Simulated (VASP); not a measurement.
A run of VASP 6.6.1 is set up as follows.

POSCAR

```
CdS
1.0
    0.0000000000      2.9165000000      2.9165000000
    2.9165000000      0.0000000000      2.9165000000
    2.9165000000      2.9165000000      0.0000000000
Cd S
1 1
Direct
    0.0000000000      0.0000000000      0.0000000000
    0.2500000000      0.2500000000      0.2500000000
```

The input INCAR.step1:

```
SYSTEM = CdS
ALGO     = Normal         ! electronic algorithm
EDIFF    = 1E-5           ! SCF threshold, eV
ENCUT    = 400            ! plane-wave cutoff, eV
GGA      = PE             ! functional
GGA_COMPAT= .False.      
ISIF     = 2              ! what is computed and relaxed
ISMEAR   = 1              ! smearing method
LASPH    = .True.         ! aspherical terms in the spheres
LCHARG   = .False.        ! write CHGCAR
LREAL    = .False.        ! projectors in reciprocal space
LWAVE    = .True.         ! write WAVECAR
NBANDS   = 16             ! bands
NELM     = 120            ! most SCF steps
PREC     = Accurate       ! precision mode
SIGMA    = 0.1            ! smearing width, eV
```

The input INCAR.step2:

```
SYSTEM = CdS
AEXX     = 0.2            ! exact-exchange fraction
AGGAC    = 0.81         
AGGAX    = 0.72         
ALDAC    = 0.19         
ALGO     = Normal         ! electronic algorithm
EDIFF    = 1E-6           ! SCF threshold, eV
ENCUT    = 400            ! plane-wave cutoff, eV
GGA      = B3             ! functional
GGA_COMPAT= .False.      
ISIF     = 2              ! what is computed and relaxed
ISMEAR   = 1              ! smearing method
ISTART   = 1            
LASPH    = .True.         ! aspherical terms in the spheres
LCHARG   = .False.        ! write CHGCAR
LHFCALC  = .True.         ! exact exchange
LREAL    = .False.        ! projectors in reciprocal space
LWAVE    = .False.        ! write WAVECAR
NBANDS   = 16             ! bands
NELM     = 120            ! most SCF steps
PREC     = Accurate       ! precision mode
PRECFOCK = Normal       
SIGMA    = 0.1            ! smearing width, eV
```

The input KPOINTS:

```
k-points
0
Gamma
  4 4 4
  0 0 0
```

Potentials or basis: VASP PAW PBE potentials, release 64 (Cd, S).

Launch:

```sh
$ cat potpaw_PBE.64/Cd/POTCAR potpaw_PBE.64/S/POTCAR > POTCAR
$ cp INCAR.step1 INCAR
$ mpirun -np 1 vasp_std > vasp.out
$ cp INCAR.step2 INCAR
$ mpirun -np 1 vasp_std > vasp.out
```

Q: Predict the band gap on the k mesh.

A: 2.50 eV.

Q: Predict the pressure.

A: 4.4 GPa.

Caveat: the k points lie up to 0.47 Å⁻¹ apart; the PAW data sets were made with another functional, which shifts forces and pressure a little.
